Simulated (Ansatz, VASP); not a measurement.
**TaAl5 in VASP and in Ansatz**

The input INCAR:

```
SYSTEM = TaAl5
ALGO = Normal
EDIFF = 1E-7
ENCUT = 520
GGA = PE
ISIF = 2
ISMEAR = 0
LASPH = .True.
LCHARG = .False.
LREAL = .False.
LWAVE = .False.
NBANDS = 22
NELM = 100
PREC = Accurate
SIGMA = 0.1
```

The input KPOINTS:

```
k-points
0
Gamma
  4 4 4
  0 0 0
```

File POSCAR:

```
TaAl5
1.0
    0.0000000000      3.6266936200      3.6266936200
    3.6266936200      0.0000000000      3.6266936200
    3.6266936200      3.6266936200      0.0000000000
Ta Al
1 5
Direct
    0.0000000000      0.0000000000      0.0000000000
    0.6247520300      0.1257439000      0.6247520300
    0.2500000000      0.2500000000      0.2500000000
    0.1257439000      0.6247520300      0.6247520300
    0.6247520300      0.6247520300      0.6247520300
    0.6247520300      0.6247520300      0.1257439000
```

Input for Ansatz:

```yaml
crystal:
  lattice:
    - [0.0, 3.62669362, 3.62669362]
    - [3.62669362, 0.0, 3.62669362]
    - [3.62669362, 3.62669362, 0.0]
  atoms:
    - { symbol: Ta, position: [0.0, 0.0, 0.0] }
    - { symbol: Al, position: [0.62475203, 0.1257439, 0.62475203] }
    - { symbol: Al, position: [0.25, 0.25, 0.25] }
    - { symbol: Al, position: [0.1257439, 0.62475203, 0.62475203] }
    - { symbol: Al, position: [0.62475203, 0.62475203, 0.62475203] }
    - { symbol: Al, position: [0.62475203, 0.62475203, 0.1257439] }
basis:
  ecutwfc: 420
kpoints:
  mp_grid: { grid: [4, 4, 4] }
hamiltonian:
  xc: pbe
scf:
  occupations: { method: gaussian, width: 0.1 }
  lower_state_search: "off"
output:
  forces: true
  stress: true
  eigenvalues: true
```

Change from the starting cell: species swapped into the Be5Au type (F-43m, No. 216).

Alike in both runs: task single point; functional PBE; k mesh 4 × 4 × 4; occupations gaussian, width 0.1 eV; no spin polarisation.

```csv
,VASP,Ansatz
version,VASP 6.6.1,Ansatz 0.2.0
potentials or method,"VASP PAW PBE potentials, release 64 (Ta_pv, Al), cutoff 520 eV","scalar-relativistic, plane waves, PAW"
valence electrons in the cell,26,28
```

|  | VASP | Ansatz | Ansatz less VASP |
| --- | --- | --- | --- |
| gap on the k mesh at the Fermi level (eV) | none | none | - |
| pressure (GPa) | 1.8 | 1.8 | +0.02 |
| rms of the force components (eV/Å) | 0.136 | 0.136 | +0.0003 |

Atom by atom the forces differ by 0.000 eV/Å (rms over components). A gap of «none» marks a metal or a gap that the smearing closes. VASP's potentials hold 26 valence electrons a cell and Ansatz's 28, so a difference there can come from the potentials and not from the codes.

The k mesh is coarse, so the values compare programs but aren't converged. Neither program's run includes spin-orbit coupling.
